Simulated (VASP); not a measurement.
# Al2InN3 (Cmc2_1) in VASP: further runs

The runs below take Al2InN3 through single point, with PBE.

Everything below comes from runs of VASP 6.6.1. Logs are shortened: lines on timing, memory, paths and dates and some standing lists are left out, and cuts for length are marked.

### 1 The cell of the first run

Symmetry: Cmc2_1, No. 36, orthorhombic system. The conventional cell has a = 9.962 Å, b = 5.729 Å, c = 5.318 Å, α = 90.00°, β = 90.00°, γ = 90.00°. Al (site symmetry 1) has 4 N at 1.93 to 1.94 Å within 2.6 Å. Within 2.9 Å of In (site symmetry m) lie 4 N at 2.21 to 2.23 Å. Within 2.6 Å of N (site symmetry 1) lie 3 Al at 1.93 to 1.94 Å and 1 In at 2.21 Å. Within 2.6 Å of N (site symmetry m) lie 2 Al at 1.93 Å and 2 In at 2.22 to 2.23 Å.

### 2 Single point, PBE (12.65 Å³/atom)

INCAR reads:

```
ALGO = Normal ; EDIFF = 1E-6
ENCUT = 520 ; GGA = PE
ISIF = 2 ; ISMEAR = 0
LASPH = T ; LCHARG = T
LELF = T ; LREAL = F
LVHAR = T ; LWAVE = F
NBANDS = 46 ; NELM = 80
PREC = Accurate ; SIGMA = 0.05
```

KPOINTS reads:

```
k-points
0
Gamma
  6 6 6
```

POSCAR reads:

```
Al2InN3
1.0
    4.9812106016     -2.8647239754      0.0000000000
    4.9812106016      2.8647239754      0.0000000000
    0.0000000000      0.0000000000      5.3180867918
Al In N
4 2 6
Direct
    0.0084427086      0.3348641725      0.9917411822
    0.6651358275      0.9915572914      0.9917411822
    0.9915572914      0.6651358275      0.4917411822
    0.3348641725      0.0084427086      0.4917411822
    0.3220722962      0.6779277038      0.9869930315
    0.6779277038      0.3220722962      0.4869930315
    0.0367610679      0.3336262977      0.3556963910
    0.6663737023      0.9632389321      0.3556963910
    0.9632389321      0.6663737023      0.8556963910
    0.3336262977      0.0367610679      0.8556963910
    0.2982358752      0.7017641248      0.4061317922
    0.7017641248      0.2982358752      0.9061317922
```

Potentials or basis: VASP PAW PBE potentials, release 64 (Al, In_d, N).

Run with:

```bash
$ cat potpaw_PBE.64/Al/POTCAR potpaw_PBE.64/In_d/POTCAR potpaw_PBE.64/N/POTCAR > POTCAR
$ mpirun -np 1 vasp_std > vasp.out
```

OUTCAR:

```text
EDIFF = 1E-6
   ENCUT = 520
   GGA = PE
   ISIF = 2
   ISMEAR = 0
   LASPH = T
   LREAL = F
   NELM = 80
   PREC = Accurate

 ion  position               nearest neighbor table
   1  0.008  0.335  0.992-   9 1.93  10 1.93  12 1.93   7 1.94   3 3.24   3 3.24   4 3.25   4 3.25
                             2 3.26   2 3.26   5 3.26   6 3.27   5 3.27   6 3.31   5 3.41
   2  0.665  0.992  0.992-  10 1.93   9 1.93  12 1.93   8 1.94   4 3.24   4 3.24   3 3.25   3 3.25
                             1 3.26   1 3.26   5 3.26   6 3.27   5 3.27   6 3.31   5 3.41
   3  0.992  0.665  0.492-   7 1.93   8 1.93  11 1.93   9 1.94   1 3.24   1 3.24   2 3.25   2 3.25
                             4 3.26   4 3.26   6 3.26   5 3.27   6 3.27   5 3.31   6 3.41
   4  0.335  0.008  0.492-   8 1.93   7 1.93  11 1.93  10 1.94   2 3.24   2 3.24   1 3.25   1 3.25
                             3 3.26   3 3.26   6 3.26   5 3.27   6 3.27   5 3.31   6 3.41
   5  0.322  0.678  0.987-   9 2.21  10 2.21  12 2.22  11 2.23   1 3.26   2 3.26   4 3.27   3 3.27
                             2 3.27   1 3.27   4 3.31   3 3.31   6 3.35   6 3.35   2 3.41   1 3.41
   6  0.678  0.322  0.487-   7 2.21   8 2.21  11 2.22  12 2.23   4 3.26   3 3.26   2 3.27   1 3.27
                             4 3.27   3 3.27   2 3.31   1 3.31   5 3.35   5 3.35   4 3.41   3 3.41
   7  0.037  0.334  0.356-   3 1.93   4 1.93   1 1.94   6 2.21
   8  0.666  0.963  0.356-   4 1.93   3 1.93   2 1.94   6 2.21
   9  0.963  0.666  0.856-   1 1.93   2 1.93   3 1.94   5 2.21
  10  0.334  0.037  0.856-   2 1.93   1 1.93   4 1.94   5 2.21
  11  0.298  0.702  0.406-   3 1.93   4 1.93   6 2.22   5 2.23
  12  0.702  0.298  0.906-   1 1.93   2 1.93   5 2.22   6 2.23

  LATTYP: Found a base centered orthorhombic cell.
 ALAT       =     5.7294479508
 B/A-ratio  =     1.7388099672
 C/A-ratio  =     0.9282023046

  Lattice vectors:

 A1 = (  -4.9812106016,  -2.8647239754,   0.0000000000)
 A2 = (   4.9812106016,  -2.8647239754,   0.0000000000)
 A3 = (   0.0000000000,   0.0000000000,   5.3180867918)

Analysis of symmetry for initial positions (statically):
=====================================================================
 Subroutine PRICEL returns:
 Original cell was already a primitive cell.

 Routine SETGRP: Setting up the symmetry group for a
 base centered orthorhombic supercell.

 Subroutine GETGRP returns: Found  4 space group operations
 (whereof  2 operations were pure point group operations)
 out of a pool of  8 trial point group operations.

The static configuration has the point symmetry C_1h.
 The point group associated with its full space group is C_2v.

Analysis of symmetry for dynamics (positions and initial velocities):
=====================================================================
 Subroutine PRICEL returns:
[... 142 lines left out ...]
   NUPDOWN=      -1.0000    fix difference up-down
   EMIN   =  10.00;   EMAX   =-10.00  energy-range for DOS
   EFERMI =   0.00;   METHOD = LEGACY
   ISMEAR =     0;   SIGMA  =   0.05  broadening in eV -4-tet -1-fermi 0-gaus
   EFERMI_NEDOS =   21; number of points for ismear=-14 and -15
   IALGO  =     38    algorithm
   IMIX   =      4    mixing-type and parameters
     AMIX     =   0.40;   BMIX     =  1.00
     AMIX_MAG =   1.60;   BMIX_MAG =  1.00
  volume/ion in A,a.u.               =      12.65        85.35
  Fermi-wavevector in a.u.,A,eV,Ry     =   1.252689  2.367240 21.350683  1.569231
  Thomas-Fermi vector in A             =   2.386578
   LORBIT       =      0    0 simple, 1 ext, 2 COOP (PROOUT), +10 PAW based schemes
   GGA     = PE    functional components
   LHFCALC =     F    Hartree Fock is set to
   AEXX    =    0.0000 exact exchange contribution
   IVDW    =     0    specifies the selected vdW correction
   LEPSILON=     F    determine dielectric tensor
   LRPA    =     F    only Hartree local field effects (RPA)
 non-spin polarized calculation
 Gauss-broadening in eV      SIGMA  =   0.05
  energy-cutoff  :      520.00
  volume of cell :      151.78
 maximum number of plane-waves:      4111
 NGX is ok and might be reduce to    48
   NGX = 21   NGY = 21   NGZ = 19

 number of electron      68.0000014 magnetization

 Free energy of the ion-electron system (eV)
  ---------------------------------------------------
  ext. energy  EPLUGINS =         0.00000000
  ---------------------------------------------------
  free energy    TOTEN  =       -80.71962318 eV

  energy without entropy =      -80.71962318  energy(sigma->0) =      -80.71962318

 E-fermi :   5.8990     XC(G=0): -10.6764

 val. band max:        5.6771381983   @ k =   0.0000   0.0000   0.0000
 cond. band min:       7.6189999968   @ k =   0.0000   0.0000   0.0000
 fundamental gap:      1.9418617985
 Fermi energy:         5.8990414341

 k-point     1 :       0.0000    0.0000    0.0000
  band No.  band energies     occupation
      1      -8.7685      2.00000
      2      -8.3244      2.00000
      3      -8.0230      2.00000
      4      -7.8526      2.00000
      5      -7.8113      2.00000
      6      -7.6860      2.00000
[... 1165 lines left out ...]
     45      14.5257      0.00000
     46      14.6853      0.00000

 [... further k-points ...]
[... 5 lines left out ...]
  --------------------------------------------------------------------------------------
  -------------------------------------------------------------------------------------
  Total       -5.9245249     -5.8569126     -5.7015549      0.0000000      0.0000000      0.0000000
  in kB      -62.5404510    -61.8267224    -60.1867356      0.0000000      0.0000000      0.0000000
  external PRESSURE =     -61.5179697 kB  Pullay stress =       0.0000000 kB

 VOLUME and BASIS-vectors are now :
 -----------------------------------------------------------------------------
  energy-cutoff  :      520.00
  volume of cell :      151.78
      direct lattice vectors                 reciprocal lattice vectors
     4.981210602 -2.864723975  0.000000000     0.100377205 -0.174536885  0.000000000
     4.981210602  2.864723975  0.000000000     0.100377205  0.174536885  0.000000000
     0.000000000  0.000000000  5.318086792     0.000000000  0.000000000  0.188037548

 POSITION                                       TOTAL-FORCE (eV/Angst)
 -----------------------------------------------------------------------------------
      1.71008      0.93511      5.27417        -0.008252     -0.000664     -0.002366
      8.25234      0.93511      5.27417         0.008252     -0.000664     -0.002366
      8.25234     -0.93511      2.61512         0.008252      0.000664     -0.002366
      1.71008     -0.93511      2.61512        -0.008252      0.000664     -0.002366
      4.98121      1.01943      5.24891         0.000000     -0.012374      0.016506
      4.98121     -1.01943      2.58987         0.000000      0.012374      0.016506
      1.84498      0.85044      1.89162         0.012835     -0.003567      0.001007
      8.11744      0.85044      1.89162        -0.012835     -0.003567      0.001007
      8.11744     -0.85044      4.55067        -0.012835      0.003567      0.001007
      1.84498     -0.85044      4.55067         0.012835      0.003567      0.001007
      4.98121      1.15600      2.15984         0.000000      0.027705     -0.013790
      4.98121     -1.15600      4.81889         0.000000     -0.027705     -0.013790
 -----------------------------------------------------------------------------------
    total drift:                                0.000001     -0.000000      0.000245

  FREE ENERGIE OF THE ION-ELECTRON SYSTEM (eV)
  ---------------------------------------------------
  free  energy   TOTEN  =       -80.7196231755 eV

  energy  without entropy=      -80.7196231755  energy(sigma->0) =      -80.71962318
```

Wall time 13 min (1 thread of Oxide Virtual Turin-like, shared host); peak memory 0.44 GiB.

What came out:

| Quantity | Value |
| --- | --- |
| Free energy | -80.7196 eV |
| Pressure | -6.2 GPa |
| Largest force | 0.031 eV/Å |
| Band gap on the k mesh | 1.94 eV |

Forces in eV/Å, atoms in the order of the input:
```
Al  -0.008 -0.001 -0.002
Al   0.008 -0.001 -0.002
Al   0.008  0.001 -0.002
Al  -0.008  0.001 -0.002
In   0.000 -0.012  0.017
In   0.000  0.012  0.017
N    0.013 -0.004  0.001
N   -0.013 -0.004  0.001
N   -0.013  0.004  0.001
N    0.013  0.004  0.001
N    0.000  0.028 -0.014
N    0.000 -0.028 -0.014
```

Stress tensor (GPa, compression positive):
```
-6.25  0.00  0.00
 0.00 -6.18  0.00
 0.00  0.00 -6.02
```

Caveat: the cell stands under tension; spin-orbit coupling is left out, which moves the levels of the heavy elements.

### 3 Single point, PBE (13.62 Å³/atom)

This run uses another cell than the first one, of 13.62 Å³/atom.

INCAR reads:

```
SYSTEM = Al2InN3
PREC = Accurate
ENCUT = 520
EDIFF = 1E-6
ISMEAR = 0
SIGMA = 0.05
LREAL = .False.
LASPH = .True.
NELM = 60
ALGO = Normal
ISIF = 2
LWAVE = .False.
LCHARG = .False.
GGA = PE
NBANDS = 46
```

KPOINTS reads:

```
regular mesh
0
Gamma
  6 6 6
  0 0 0
```

POSCAR, as its differences from that of step 2:

```diff
@@ -2,5 +2,5 @@
 1.0
-    4.9812106016     -2.8647239754      0.0000000000
-    4.9812106016      2.8647239754      0.0000000000
-    0.0000000000      0.0000000000      5.3180867918
+    5.1058017645     -2.9363770975      0.0000000000
+    5.1058017645      2.9363770975      0.0000000000
+    0.0000000000      0.0000000000      5.4511039780
 Al In N
```

Potentials or basis: VASP PAW PBE potentials, release 64 (Al, In_d, N).

Run with:

```bash
$ cat potpaw_PBE.64/Al/POTCAR potpaw_PBE.64/In_d/POTCAR potpaw_PBE.64/N/POTCAR > POTCAR
$ mpirun -np 1 vasp_std > vasp.out
```

OUTCAR:

```text
SYSTEM = Al2InN3
   PREC = Accurate
   ENCUT = 520
   EDIFF = 1E-6
   ISMEAR = 0
   LREAL = .False.
   LASPH = .True.
   NELM = 60
   ISIF = 2
   GGA = PE

 ion  position               nearest neighbor table
   1  0.008  0.335  0.992-   9 1.98  10 1.98  12 1.98   7 1.99   3 3.32   3 3.32   4 3.33   4 3.33
                             2 3.34   2 3.34   5 3.35   6 3.35   5 3.35   6 3.39   5 3.49
   2  0.665  0.992  0.992-  10 1.98   9 1.98  12 1.98   8 1.99   4 3.32   4 3.32   3 3.33   3 3.33
                             1 3.34   1 3.34   5 3.35   6 3.35   5 3.35   6 3.39   5 3.49
   3  0.992  0.665  0.492-   7 1.98   8 1.98  11 1.98   9 1.99   1 3.32   1 3.32   2 3.33   2 3.33
                             4 3.34   4 3.34   6 3.35   5 3.35   6 3.35   5 3.39   6 3.49
   4  0.335  0.008  0.492-   8 1.98   7 1.98  11 1.98  10 1.99   2 3.32   2 3.32   1 3.33   1 3.33
                             3 3.34   3 3.34   6 3.35   5 3.35   6 3.35   5 3.39   6 3.49
   5  0.322  0.678  0.987-   9 2.26  10 2.26  12 2.27  11 2.29   1 3.35   2 3.35   4 3.35   3 3.35
                             2 3.35   1 3.35   4 3.39   3 3.39   6 3.43   6 3.43   2 3.49   1 3.49
   6  0.678  0.322  0.487-   7 2.26   8 2.26  11 2.27  12 2.29   4 3.35   3 3.35   2 3.35   1 3.35
                             4 3.35   3 3.35   2 3.39   1 3.39   5 3.43   5 3.43   4 3.49   3 3.49
   7  0.037  0.334  0.356-   3 1.98   4 1.98   1 1.99   6 2.26
   8  0.666  0.963  0.356-   4 1.98   3 1.98   2 1.99   6 2.26
   9  0.963  0.666  0.856-   1 1.98   2 1.98   3 1.99   5 2.26
  10  0.334  0.037  0.856-   2 1.98   1 1.98   4 1.99   5 2.26
  11  0.298  0.702  0.406-   3 1.98   4 1.98   6 2.27   5 2.29
  12  0.702  0.298  0.906-   1 1.98   2 1.98   5 2.27   6 2.29

  LATTYP: Found a base centered orthorhombic cell.
 ALAT       =     5.8727541950
 B/A-ratio  =     1.7388099672
 C/A-ratio  =     0.9282023046

  Lattice vectors:

 A1 = (  -5.1058017645,  -2.9363770975,   0.0000000000)
 A2 = (   5.1058017645,  -2.9363770975,   0.0000000000)
 A3 = (   0.0000000000,   0.0000000000,   5.4511039780)

Analysis of symmetry for initial positions (statically):
=====================================================================
 Subroutine PRICEL returns:
 Original cell was already a primitive cell.

 Routine SETGRP: Setting up the symmetry group for a
 base centered orthorhombic supercell.

 Subroutine GETGRP returns: Found  4 space group operations
 (whereof  2 operations were pure point group operations)
 out of a pool of  8 trial point group operations.

The static configuration has the point symmetry C_1h.
 The point group associated with its full space group is C_2v.

Analysis of symmetry for dynamics (positions and initial velocities):
=====================================================================
 Subroutine PRICEL returns:
 Original cell was already a primitive cell.

 Routine SETGRP: Setting up the symmetry group for a
 base centered orthorhombic supercell.

 Subroutine GETGRP returns: Found  4 space group operations
 (whereof  2 operations were pure point group operations)
 out of a pool of  8 trial point group operations.

The dynamic configuration has the point symmetry C_1h.
 The point group associated with its full space group is C_2v.

 Subroutine INISYM returns: Found  4 space group operations
 (whereof  2 operations are pure point group operations),
 and found     1 'primitive' translations

----------------------------------------------------------------------------------------

                                     Primitive cell

  volume of cell :     163.4520

  direct lattice vectors                    reciprocal lattice vectors
     5.105801764 -2.936377097  0.000000000     0.097927813 -0.170277857  0.000000000
     5.105801764  2.936377097  0.000000000     0.097927813  0.170277857  0.000000000
[... 95 lines left out ...]
 SYSTEM =  Al2InN3
   PREC   = accura    normal or accurate (medium, high low for compatibility)
   ISTART =      0    job   : 0-new  1-cont  2-samecut
   ICHARG =      2    charge: 1-file 2-atom 10-const
   ISPIN  =      1    spin polarized calculation?
   LNONCOLLINEAR =      F non collinear calculations
   LSORBIT =      F    spin-orbit coupling
   LASPH  =      T    aspherical Exc in radial PAW
   ENCUT  =  520.0 eV  38.22 Ry    6.18 a.u.  10.95 10.95 10.14*2*pi/ulx,y,z
   NELM   =     60;   NELMIN=  2; NELMDL= -5     # of ELM steps
   EDIFF  = 0.1E-05   stopping-criterion for ELM
   LREAL  =      F    real-space projection
   EDIFFG = 0.1E-04   stopping-criterion for IOM
   NSW    =      0    number of steps for IOM
   IBRION =     -1    ionic relax: 0-MD 1-quasi-New 2-CG
   NFREE  =      0    steps in history (QN), initial steepest desc. (CG)
   ISIF   =      2    stress and relaxation
   ISYM   =      2    0-nonsym 1-usesym 2-fastsym
   POTIM  = 0.5000    time-step for ionic-motion
   TEBEG  =    0.0;   TEEND  =   0.0 temperature during run
   PSTRESS=    0.0 pullay stress
   NELECT =      68.0000    total number of electrons
   NUPDOWN=      -1.0000    fix difference up-down
   EMIN   =  10.00;   EMAX   =-10.00  energy-range for DOS
   EFERMI =   0.00;   METHOD = LEGACY
   ISMEAR =     0;   SIGMA  =   0.05  broadening in eV -4-tet -1-fermi 0-gaus
   EFERMI_NEDOS =   21; number of points for ismear=-14 and -15
   IALGO  =     38    algorithm
   IMIX   =      4    mixing-type and parameters
     AMIX     =   0.40;   BMIX     =  1.00
     AMIX_MAG =   1.60;   BMIX_MAG =  1.00
  volume/ion in A,a.u.               =      13.62        91.92
  Fermi-wavevector in a.u.,A,eV,Ry     =   1.222122  2.309475 20.321403  1.493581
  Thomas-Fermi vector in A             =   2.357280
   LORBIT       =      0    0 simple, 1 ext, 2 COOP (PROOUT), +10 PAW based schemes
   GGA     = PE    functional components
   LHFCALC =     F    Hartree Fock is set to
   AEXX    =    0.0000 exact exchange contribution
   IVDW    =     0    specifies the selected vdW correction
   LEPSILON=     F    determine dielectric tensor
   LRPA    =     F    only Hartree local field effects (RPA)
 non-spin polarized calculation
 Gauss-broadening in eV      SIGMA  =   0.05
  energy-cutoff  :      520.00
  volume of cell :      163.45
 maximum number of plane-waves:      4420
 NGX is ok and might be reduce to    48
   NGX = 21   NGY = 21   NGZ = 21

 number of electron      68.0000005 magnetization

 Free energy of the ion-electron system (eV)
  ---------------------------------------------------
  ext. energy  EPLUGINS =         0.00000000
  ---------------------------------------------------
  free energy    TOTEN  =       -79.92831607 eV

  energy without entropy =      -79.92831607  energy(sigma->0) =      -79.92831607

 E-fermi :   5.2495     XC(G=0): -10.3430

 val. band max:        4.9702249930   @ k =   0.0000   0.0000   0.0000
 cond. band min:       6.5075590758   @ k =   0.0000   0.0000   0.0000
 fundamental gap:      1.5373340828
 Fermi energy:         5.2495313250

 k-point     1 :       0.0000    0.0000    0.0000
  band No.  band energies     occupation
      1      -9.0717      2.00000
      2      -8.8194      2.00000
      3      -8.5621      2.00000
      4      -8.4271      2.00000
      5      -8.3944      2.00000
      6      -8.2824      2.00000
[... 1165 lines left out ...]
     45      13.3240      0.00000
     46      13.4702      0.00000

 [... further k-points ...]
[... 5 lines left out ...]
  --------------------------------------------------------------------------------------
  -------------------------------------------------------------------------------------
  Total      -15.6968374    -15.5036955    -15.0899710      0.0000000      0.0000000      0.0000000
  in kB     -153.8623999   -151.9691986   -147.9138185      0.0000000      0.0000000      0.0000000
  external PRESSURE =    -151.2484723 kB  Pullay stress =       0.0000000 kB

 VOLUME and BASIS-vectors are now :
 -----------------------------------------------------------------------------
  energy-cutoff  :      520.00
  volume of cell :      163.45
      direct lattice vectors                 reciprocal lattice vectors
     5.105801764 -2.936377097  0.000000000     0.097927813 -0.170277857  0.000000000
     5.105801764  2.936377097  0.000000000     0.097927813  0.170277857  0.000000000
     0.000000000  0.000000000  5.451103978     0.000000000  0.000000000  0.183449078

 POSITION                                       TOTAL-FORCE (eV/Angst)
 -----------------------------------------------------------------------------------
      1.75286      0.95850      5.40608        -0.020997     -0.002320     -0.006261
      8.45875      0.95850      5.40608         0.020997     -0.002320     -0.006261
      8.45875     -0.95850      2.68053         0.020997      0.002320     -0.006261
      1.75286     -0.95850      2.68053        -0.020997      0.002320     -0.006261
      5.10580      1.04493      5.38020         0.000000     -0.031135      0.051586
      5.10580     -1.04493      2.65465         0.000000      0.031135      0.051586
      1.89112      0.87171      1.93894         0.015948      0.000170      0.008589
      8.32048      0.87171      1.93894        -0.015948      0.000170      0.008589
      8.32048     -0.87171      4.66449        -0.015948     -0.000170      0.008589
      1.89112     -0.87171      4.66449         0.015948     -0.000170      0.008589
      5.10580      1.18491      2.21387         0.000000      0.047643     -0.056242
      5.10580     -1.18491      4.93942         0.000000     -0.047643     -0.056242
 -----------------------------------------------------------------------------------
    total drift:                               -0.000000     -0.000000     -0.000321

  FREE ENERGIE OF THE ION-ELECTRON SYSTEM (eV)
  ---------------------------------------------------
  free  energy   TOTEN  =       -79.9283160683 eV

  energy  without entropy=      -79.9283160683  energy(sigma->0) =      -79.92831607
```

Wall time 14 min (1 thread of Oxide Virtual Turin-like, shared host); peak memory 0.47 GiB.

What came out:

- Free energy: -79.9283 eV
- Pressure: -15.1 GPa
- Largest force: 0.074 eV/Å
- Band gap on the k mesh: 1.54 eV

Forces on the atoms (eV/Å):
```
Al  -0.021 -0.002 -0.006
Al   0.021 -0.002 -0.006
Al   0.021  0.002 -0.006
Al  -0.021  0.002 -0.006
In   0.000 -0.031  0.052
In   0.000  0.031  0.052
N    0.016  0.000  0.009
N   -0.016  0.000  0.009
N   -0.016  0.000  0.009
N    0.016  0.000  0.009
N    0.000  0.048 -0.056
N    0.000 -0.048 -0.056
```

Caveat: the cell stands under tension; spin-orbit coupling is left out, which moves the levels of the heavy elements.

(Part 1 of 2 ends here.)
